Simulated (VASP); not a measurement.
# WC (P-6m2) in VASP: a series of runs

Runs on WC. Level: PBE. Tasks: single point, relaxation of cell and atoms.

Everything below comes from runs of VASP 6.6.1. Logs are shortened: lines on timing, memory, paths and dates and some standing lists are left out, and cuts for length are marked.

### Step 1. The cell of the first run

Symmetry: P-6m2, No. 187, hexagonal system. Conventional cell: a = 2.922 Å, b = 2.922 Å, c = 2.846 Å, α = 90.00°, β = 90.00°, γ = 120.00°. W (site symmetry -6m2) has 6 C at 2.21 Å and 2 W at 2.85 Å within 2.9 Å. Within 2.9 Å of C (site symmetry -6m2) lie 6 W at 2.21 Å and 2 C at 2.85 Å.

### Step 2. Single point, PBE

Contents of INCAR:

```
SYSTEM = WC
PREC = Accurate
ENCUT = 520
EDIFF = 1E-7
ISMEAR = 0
SIGMA = 0.1
LREAL = .False.
LASPH = .True.
NELM = 80
ALGO = Normal
ISIF = 2
LWAVE = .False.
LCHARG = .False.
GGA = PE
NBANDS = 16
```

Contents of KPOINTS:

```
regular mesh
0
Gamma
  15 15 15
  0 0 0
```

Contents of POSCAR:

```
WC
1.0
    2.9220901591      0.0000000000      0.0000000000
   -1.4610450796      2.5306043100      0.0000000000
    0.0000000000      0.0000000000      2.8461980027
W C
1 1
Direct
    0.0000000000      0.0000000000      0.0000000000
    0.3333333333      0.6666666667      0.5000000000
```

Potentials or basis: VASP PAW PBE potentials, release 64 (W_sv, C).

Command:

```sh
$ cat potpaw_PBE.64/W_sv/POTCAR potpaw_PBE.64/C/POTCAR > POTCAR
$ mpirun -np 1 vasp_std > vasp.out
```

OUTCAR:

```text
SYSTEM = WC
   PREC = Accurate
   ENCUT = 520
   EDIFF = 1E-7
   ISMEAR = 0
   LREAL = .False.
   LASPH = .True.
   NELM = 80
   ISIF = 2
   GGA = PE

 ion  position               nearest neighbor table
   1  0.000  0.000  0.000-   2 2.21   2 2.21   2 2.21   2 2.21   2 2.21   2 2.21
   2  0.333  0.667  0.500-   1 2.21   1 2.21   1 2.21   1 2.21   1 2.21   1 2.21

  LATTYP: Found a hexagonal cell.
 ALAT       =     2.9220901591
 C/A-ratio  =     0.9740281264

  Lattice vectors:

 A1 = (   2.9220901591,   0.0000000000,   0.0000000000)
 A2 = (  -1.4610450796,   2.5306043100,   0.0000000000)
 A3 = (   0.0000000000,   0.0000000000,   2.8461980027)

Analysis of symmetry for initial positions (statically):
=====================================================================
 Subroutine PRICEL returns:
 Original cell was already a primitive cell.

 Routine SETGRP: Setting up the symmetry group for a
 hexagonal supercell.

 Subroutine GETGRP returns: Found 12 space group operations
 (whereof 12 operations were pure point group operations)
 out of a pool of 24 trial point group operations.

The static configuration has the point symmetry D_3h.

Analysis of symmetry for dynamics (positions and initial velocities):
=====================================================================
 Subroutine PRICEL returns:
 Original cell was already a primitive cell.

 Routine SETGRP: Setting up the symmetry group for a
 hexagonal supercell.

 Subroutine GETGRP returns: Found 12 space group operations
 (whereof 12 operations were pure point group operations)
 out of a pool of 24 trial point group operations.

The dynamic configuration has the point symmetry D_3h.

 Subroutine INISYM returns: Found 12 space group operations
 (whereof 12 operations are pure point group operations),
 and found     1 'primitive' translations

----------------------------------------------------------------------------------------

                                     Primitive cell

  volume of cell :      21.0466

  direct lattice vectors                    reciprocal lattice vectors
     2.922090159  0.000000000  0.000000000     0.342220789  0.197581265  0.000000000
    -1.461045080  2.530604310  0.000000000     0.000000000  0.395162529  0.000000000
     0.000000000  0.000000000  2.846198003     0.000000000  0.000000000  0.351345900

  length of vectors
     2.922090159  2.922090159  2.846198003     0.395162529  0.395162529  0.351345900
[... 80 lines left out ...]
   NELM   =     80;   NELMIN=  2; NELMDL= -5     # of ELM steps
   EDIFF  = 0.1E-06   stopping-criterion for ELM
   LREAL  =      F    real-space projection
   EDIFFG = 0.1E-05   stopping-criterion for IOM
   NSW    =      0    number of steps for IOM
   IBRION =     -1    ionic relax: 0-MD 1-quasi-New 2-CG
   NFREE  =      0    steps in history (QN), initial steepest desc. (CG)
   ISIF   =      2    stress and relaxation
   ISYM   =      2    0-nonsym 1-usesym 2-fastsym
   POTIM  = 0.5000    time-step for ionic-motion
   TEBEG  =    0.0;   TEEND  =   0.0 temperature during run
   PSTRESS=    0.0 pullay stress
   NELECT =      18.0000    total number of electrons
   NUPDOWN=      -1.0000    fix difference up-down
   EMIN   =  10.00;   EMAX   =-10.00  energy-range for DOS
   EFERMI =   0.00;   METHOD = LEGACY
   ISMEAR =     0;   SIGMA  =   0.10  broadening in eV -4-tet -1-fermi 0-gaus
   EFERMI_NEDOS =   21; number of points for ismear=-14 and -15
   IALGO  =     38    algorithm
   IMIX   =      4    mixing-type and parameters
     AMIX     =   0.40;   BMIX     =  1.00
     AMIX_MAG =   1.60;   BMIX_MAG =  1.00
  volume/ion in A,a.u.               =      10.52        71.01
  Fermi-wavevector in a.u.,A,eV,Ry     =   1.553953  2.936546 32.854959  2.414771
  Thomas-Fermi vector in A             =   2.658110
   LORBIT       =      0    0 simple, 1 ext, 2 COOP (PROOUT), +10 PAW based schemes
   GGA     = PE    functional components
   LHFCALC =     F    Hartree Fock is set to
   AEXX    =    0.0000 exact exchange contribution
   IVDW    =     0    specifies the selected vdW correction
   LEPSILON=     F    determine dielectric tensor
   LRPA    =     F    only Hartree local field effects (RPA)
 non-spin polarized calculation
 Gauss-broadening in eV      SIGMA  =   0.10
  energy-cutoff  :      520.00
  volume of cell :       21.05
 maximum number of plane-waves:       587
 NGX is ok and might be reduce to    24
   NGX = 11   NGY = 11   NGZ = 11

 number of electron      18.0000000 magnetization

 Free energy of the ion-electron system (eV)
  ---------------------------------------------------
  ext. energy  EPLUGINS =         0.00000000
  ---------------------------------------------------
  free energy    TOTEN  =       -22.44967899 eV

  energy without entropy =      -22.44794907  energy(sigma->0) =      -22.44881403

 E-fermi :  10.8527     XC(G=0): -13.7208

 val. band max:       10.8305976355   @ k =   0.4667   0.0667   0.4000
 cond. band min:      10.8692763165   @ k =   0.3333   0.3333   0.0667
 fundamental gap:      0.0386786810
 Fermi energy:        10.8527240519

 k-point     1 :       0.0000    0.0000    0.0000
  band No.  band energies     occupation
      1     -63.1531      2.00000
      2     -27.1283      2.00000
      3     -27.0402      2.00000
      4     -27.0402      2.00000
      5      -3.4638      2.00000
      6       6.6493      2.00000
[... 433 lines left out ...]
      3     -27.3905      2.00000
      4     -27.0157      2.00000
      5       0.2763      2.00000
      6       4.1676      2.00000
[... 8 lines left out ...]
     15      25.0953      0.00000
     16      27.9476      0.00000

 [... further k-points ...]

------------------------ aborting loop because EDIFF is reached ----------------------------------------

  FORCE on cell =-STRESS in cart. coord.  units (eV):
  Direction    XX          YY          ZZ          XY          YZ          ZX
  --------------------------------------------------------------------------------------
  -------------------------------------------------------------------------------------
  Total        0.1265869      0.1265869      0.1669568     -0.0000000      0.0000000      0.0000000
  in kB        9.6364332      9.6364332     12.7095946     -0.0000000      0.0000000      0.0000000
  external PRESSURE =      10.6608204 kB  Pullay stress =       0.0000000 kB

 VOLUME and BASIS-vectors are now :
 -----------------------------------------------------------------------------
  energy-cutoff  :      520.00
  volume of cell :       21.05
      direct lattice vectors                 reciprocal lattice vectors
     2.922090159  0.000000000  0.000000000     0.342220789  0.197581265  0.000000000
    -1.461045080  2.530604310  0.000000000     0.000000000  0.395162529  0.000000000
     0.000000000  0.000000000  2.846198003     0.000000000  0.000000000  0.351345900

 POSITION                                       TOTAL-FORCE (eV/Angst)
 -----------------------------------------------------------------------------------
      0.00000      0.00000      0.00000         0.000000     -0.000000      0.000000
     -0.00000      1.68707      1.42310        -0.000000      0.000000      0.000000
 -----------------------------------------------------------------------------------
    total drift:                               -0.000000      0.000000     -0.000000

  FREE ENERGIE OF THE ION-ELECTRON SYSTEM (eV)
  ---------------------------------------------------
  free  energy   TOTEN  =       -22.4496789935 eV

  energy  without entropy=      -22.4479490739  energy(sigma->0) =      -22.44881403
```

stdout:

```text
POSCAR found type information on POSCAR W C
 POSCAR found :  2 types and       2 ions
 scaLAPACK will be used
 LDA part: xc-table for (Slater+PW92), standard interpolation
 POSCAR, INCAR and KPOINTS ok, starting setup
 FFT: planning ... GRIDC
 FFT: planning ... GRID_SOFT
 FFT: planning ... GRID
 WAVECAR not read
 entering main loop
```

Wall time 30 s (1 thread of Intel Xeon Platinum 8488C (Sapphire Rapids), shared host); peak memory 0.19 GiB.

Results:

```
Free energy            : -22.4497 eV
Pressure               : 1.1 GPa
Band gap on the k mesh : zero (band 9 reaches 11.51 eV, above the bottom of band 10 at 10.32 eV)
```

Caveat: spin-orbit coupling is left out, which moves the levels of the heavy elements.

### Step 3. Relaxation of cell and atoms, PBE

This run uses another cell than the first one, of 10.37 Å³/atom, 0.986 times its volume.

Contents of INCAR:

```
SYSTEM = WC
  PREC = Accurate
  ENCUT = 600
  EDIFF = 1E-7
  ISMEAR = 0
  SIGMA = 0.1
  LREAL = .False.
  LASPH = .True.
  NELM = 100
  ALGO = Normal
  ISIF = 3
  LWAVE = .False.
  LCHARG = .False.
  GGA = PE
  IBRION = 2
  NSW = 80
  EDIFFG = -0.003
```

Contents of KPOINTS:

```
Automatic mesh
0
Gamma
  15 15 15
  0 0 0
```

Contents of POSCAR:

```
WC
1.0
    2.9060000000      0.0000000000      0.0000000000
   -1.4530000000      2.5166698200      0.0000000000
    0.0000000000      0.0000000000      2.8370000000
W C
1 1
Direct
    0.0000000000      0.0000000000      0.0000000000
    0.3333333333      0.6666666667      0.5000000000
```

Potentials or basis: VASP PAW PBE potentials, release 64 (W_sv, C).

Command:

```sh
$ cat potpaw_PBE.64/W_sv/POTCAR potpaw_PBE.64/C/POTCAR > POTCAR
$ mpirun -np 1 vasp_std > vasp.out
```

OUTCAR:

```text
SYSTEM = WC
   PREC = Accurate
   ENCUT = 600
   EDIFF = 1E-7
   ISMEAR = 0
   LREAL = .False.
   LASPH = .True.
   NELM = 100
   ISIF = 3
   GGA = PE
   IBRION = 2
   NSW = 80
   EDIFFG = -0.003

 ion  position               nearest neighbor table
   1  0.000  0.000  0.000-   2 2.20   2 2.20   2 2.20   2 2.20   2 2.20   2 2.20
   2  0.333  0.667  0.500-   1 2.20   1 2.20   1 2.20   1 2.20   1 2.20   1 2.20

  LATTYP: Found a hexagonal cell.
 ALAT       =     2.9060000000
 C/A-ratio  =     0.9762560220

  Lattice vectors:

 A1 = (   2.9060000000,   0.0000000000,   0.0000000000)
 A2 = (  -1.4530000000,   2.5166698200,   0.0000000000)
 A3 = (   0.0000000000,   0.0000000000,   2.8370000000)

Analysis of symmetry for initial positions (statically):
=====================================================================
 Subroutine PRICEL returns:
 Original cell was already a primitive cell.

 Routine SETGRP: Setting up the symmetry group for a
 hexagonal supercell.

 Subroutine GETGRP returns: Found 12 space group operations
 (whereof 12 operations were pure point group operations)
 out of a pool of 24 trial point group operations.

The static configuration has the point symmetry D_3h.

Analysis of symmetry for dynamics (positions and initial velocities):
=====================================================================
 Subroutine PRICEL returns:
[... 342 lines left out ...]
  ---------------------------------------------------
  ext. energy  EPLUGINS =         0.00000000
  ---------------------------------------------------
  free energy    TOTEN  =       -22.45047087 eV

  energy without entropy =      -22.44872405  energy(sigma->0) =      -22.44959746

 E-fermi :  10.8174     XC(G=0): -13.7071

 val. band max:       10.7917638771   @ k =   0.4667   0.0667   0.4000
 cond. band min:      10.8347787062   @ k =   0.4667  -0.0000   0.4000
 fundamental gap:      0.0430148291
 Fermi energy:        10.8174211905

 k-point     1 :       0.0000    0.0000    0.0000
  band No.  band energies     occupation
      1     -63.1938      2.00000
      2     -27.1694      2.00000
      3     -27.0814      2.00000
      4     -27.0814      2.00000
      5      -3.4800      2.00000
      6       6.6277      2.00000
      7       7.5675      2.00000
      8       7.5675      2.00000
      9      10.9452      0.07084
     10      14.0064      0.00000
     11      14.0064      0.00000
     12      16.3826      0.00000
     13      16.3826      0.00000
[... 354 lines left out ...]
  band No.  band energies     occupation
      1     -63.1362      2.00000
      2     -27.7548      2.00000
      3     -27.4288      2.00000
      4     -27.0578      2.00000
      5       0.2498      2.00000
      6       4.1456      2.00000
      7       6.8448      2.00000
      8       7.4336      2.00000
      9      10.8704      0.45370
     10      11.9342      0.00000
     11      13.6641      0.00000
     12      14.7911      0.00000
     13      19.2128      0.00000

 [... further k-points ...]

------------------------ aborting loop because EDIFF is reached ----------------------------------------

  FORCE on cell =-STRESS in cart. coord.  units (eV):
  Direction    XX          YY          ZZ          XY          YZ          ZX
  --------------------------------------------------------------------------------------
  -------------------------------------------------------------------------------------
  Total        0.0013554      0.0013554      0.0054284      0.0000000      0.0000000      0.0000000
  in kB        0.1029231      0.1029231      0.4122169      0.0000000      0.0000000      0.0000000
  external PRESSURE =       0.2060210 kB  Pullay stress =       0.0000000 kB
[... 17 lines left out ...]
  FREE ENERGIE OF THE ION-ELECTRON SYSTEM (eV)
  ---------------------------------------------------
  free  energy   TOTEN  =       -22.4504708720 eV

  energy  without entropy=      -22.4487240529  energy(sigma->0) =      -22.44959746

 reached required accuracy - stopping structural energy minimisation
```

Run time: 6.5 min. Hardware: 1 thread of AMD EPYC 7R13, shared host; peak memory 0.18 GiB.

What came out:

| Item | Value |
| --- | --- |
| Free energy | -22.4505 eV |
| Relaxed volume | 10.55 Å³/atom |
| Relaxed cell | a = 2.924 Å, b = 2.924 Å, c = 2.849 Å, α = 90.00°, β = 90.00°, γ = 120.00° |
| Space group after relaxing (to 0.05 Å) | P-6m2 (No. 187) |
| Energy gained by relaxing | 3.6 meV/atom |
| Ionic steps | 6 |
| Pressure after relaxing | 0.0 GPa |
| Band gap on the k mesh | zero (band 9 reaches 11.47 eV, above the bottom of band 10 at 10.29 eV) |

Step by step:
```tsv
step	energy change (eV)	largest force (eV/Å)	pressure (GPa)	volume (Å³)
1	0.0000	0.0000	6.64	20.75
2	0.0422	0.0000	-15.72	22.07
3	-0.0071	0.0000	-0.12	21.10
4	-0.0071	0.0000	0.01	21.10
5	-0.0071	0.0000	0.05	21.10
6	-0.0072	0.0000	0.02	21.10
```

Final structure:
```xyz
2
Lattice="2.9243 0.0000 0.0000 -1.4621 2.5325 0.0000 0.0000 0.0000 2.8489" Properties=species:S:1:pos:R:3 pbc="T T T"
W     0.0000    0.0000    0.0000
C     0.0000    1.6883    1.4245
```

Caveat: spin-orbit coupling is left out, which moves the levels of the heavy elements.

### Step 4. Single point, PBE

Contents of INCAR:

```
SYSTEM = WC
PREC = Accurate
ENCUT = 910
EDIFF = 1E-6
ISMEAR = 0
SIGMA = 0.1
LREAL = .False.
LASPH = .True.
NELM = 120
ALGO = Normal
ISIF = 2
LWAVE = .False.
LCHARG = .False.
GGA = PE
NBANDS = 16
GGA_COMPAT = .False.
```

Contents of KPOINTS:

```
regular mesh
0
Gamma
  15 15 15
  0 0 0
```

Contents of POSCAR:

```
WC
1.0
    2.9220901591      0.0000000000      0.0000000000
   -1.4610450796      2.5306043100      0.0000000000
    0.0000000000      0.0000000000      2.8461980027
W C
1 1
Direct
    0.0000000000      0.0000000000      0.0000000000
    0.3333333333      0.6666666667      0.5000000000
```

Potentials or basis: VASP PAW PBE potentials, release 64 (W_sv, C_h).

Command:

```sh
$ cat potpaw_PBE.64/W_sv/POTCAR potpaw_PBE.64/C_h/POTCAR > POTCAR
$ mpirun -np 1 vasp_std > vasp.out
```

It took 2.3 min on 1 thread of Intel Xeon Platinum 8259CL at 2.50GHz (Skylake/Cascade Lake), shared host; peak memory 0.3 GiB.

Results (log left out):

```
Free energy            : -22.4563 eV
Pressure               : 1.0 GPa
Band gap on the k mesh : zero (band 9 reaches 11.84 eV, above the bottom of band 10 at 10.65 eV)
```

Stress tensor (GPa, compression positive):
```
0.87 0.00 0.00
0.00 0.87 0.00
0.00 0.00 1.15
```

Levels at points of the mesh, in eV from the Fermi level:
```csv
k point,band 7,band 8,band 9,band 10,band 11,band 12
"(0.00, 0.00, 0.00)",-3.26,-3.26,0.13,3.20,3.20,5.58
```

Caveat: the cutoff is under 1.25 times the usual one of these potentials, so pressure, stress and relaxed cells hold a basis-set (Pulay) error; spin-orbit coupling is left out, which moves the levels of the heavy elements.

### Step 5. Overview

| task | potentials or basis | cell | cutoff (eV) | second run | gap on the mesh (eV) | pressure (GPa) |
| --- | --- | --- | --- | --- | --- | --- |
| single point | VASP PAW PBE potentials, release 64 (W_sv, C) | a = 2.922, b = 2.922, c = 2.846 Å, angles 90.0, 90.0, 120.0°, 2 atoms | 520 | - | none | 1.1 |
| relaxation of cell and atoms | VASP PAW PBE potentials, release 64 (W_sv, C) | relaxed from a = 2.906, b = 2.906, c = 2.837 Å, angles 90.0, 90.0, 120.0°, 2 atoms | 600 | - | none | 0.0 |
| single point | VASP PAW PBE potentials, release 64 (W_sv, C_h) | a = 2.922, b = 2.922, c = 2.846 Å, angles 90.0, 90.0, 120.0°, 2 atoms | 910 | hard_potentials | none | 1.0 |

Alike in all rows: level PBE; no spin polarisation; k mesh 15 × 15 × 15; smearing gaussian 0.1 eV.

Caveats: spin-orbit coupling is left out, which moves the levels of the heavy elements; the cutoff is under 1.25 times the usual one of these potentials, so pressure, stress and relaxed cells hold a basis-set (Pulay) error (some runs).

Absolute energies hang on the potentials; compare differences alone.
